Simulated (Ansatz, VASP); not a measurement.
**Two plane-wave programs on C**

```xyz
4
Lattice="1.2295 -2.1291 0.0000 1.2295 2.1291 0.0000 0.0000 0.0000 7.3778" Properties=species:S:1:pos:R:3 pbc="T T T"
C     1.2295    1.6039    5.5322
C     1.2295   -0.1844    1.8456
C     1.2295   -1.6039    1.8456
C     1.2295    0.1844    5.5322
```

Change from the starting cell: mode 1 frozen in at -0.170 Å and mode 5 at +0.000 Å (largest displacements).

Alike in both runs: task single point; functional PBEsol; k mesh 18 × 18 × 6; occupations gaussian, width 0.15 eV; no spin polarisation.

|  | VASP | Ansatz |
| --- | --- | --- |
| version | VASP 6.6.1 | Ansatz 0.2.0 |
| potentials or method | VASP PAW PBE potentials, release 64 (C), cutoff 600 eV | scalar-relativistic, plane waves, PAW |
| valence electrons in the cell | 16 | 16 |

```csv
,VASP,Ansatz,Ansatz less VASP
gap on the k mesh at the Fermi level (eV),none,none,-
pressure (GPa),0.3,0.0,-0.29
"traceless stress, the component that is largest in VASP (GPa)",-0.62,-0.04,+0.574
```

VASP's potentials were made for PBE, not for PBEsol, and Ansatz warns of the same on its side. A gap of «none» marks a metal or a gap that the smearing closes.
